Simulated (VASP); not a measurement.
Write the native input for VASP 6.6.1 that does the following.

```yaml
Task: single point
Functional: PBE
Potentials_or_basis: VASP PAW PBE potentials, release 64 (Pb_d, Se)
Cutoff: 520 eV
k_mesh: 4 × 4 × 4
Occupations: gaussian, width 0.1 eV
Spin: no spin polarisation
Dipole_correction: no
Further_INCAR_settings: ALGO = Normal; EDIFF = 1e-07; NBANDS = 28
```

The structure of PbSe lies in POSCAR:

```
PbSe
1.0
    3.1002750563     -3.0993796480      0.0015430343
    3.1002750563      3.0993796480      0.0015430343
    0.0034077671      0.0000000000      6.2379910682
Pb Se
2 2
Direct
    0.6228065797      0.6228065797      0.4909997394
    0.1228448419      0.1228448419     -0.0088491335
    0.1271826537      0.1271826537      0.5089554989
    0.6271659247      0.6271659247      0.0088938953
```

One way to write it, as run:

INCAR

```
SYSTEM = PbSe
PREC = Accurate
ENCUT = 520
EDIFF = 1E-7
ISMEAR = 0
SIGMA = 0.1
LREAL = .FALSE.
LASPH = .TRUE.
NELM = 100
ALGO = Normal
ISIF = 2
LWAVE = .FALSE.
LCHARG = .FALSE.
GGA = PE
NBANDS = 28
```

KPOINTS

```
Automatic mesh
0
G
  4 4 4
  0 0 0
```

Potentials or basis: VASP PAW PBE potentials, release 64 (Pb_d, Se).

The run is started by

```bash
$ cat potpaw_PBE.64/Pb_d/POTCAR potpaw_PBE.64/Se/POTCAR > POTCAR
$ mpirun -np 1 vasp_std > vasp.out
```

Results of the run:

```
Pressure               : 0.3 GPa
Band gap on the k mesh : 0.51 eV
```

Caveat: spin-orbit coupling is left out, which moves the levels of the heavy elements.

It took 64 s on 1 thread of Intel(R) Xeon(R) Platinum 8259CL CPU @ 2.50GHz (Skylake/Cascade Lake) (shared host), peak memory 0.27 GiB.
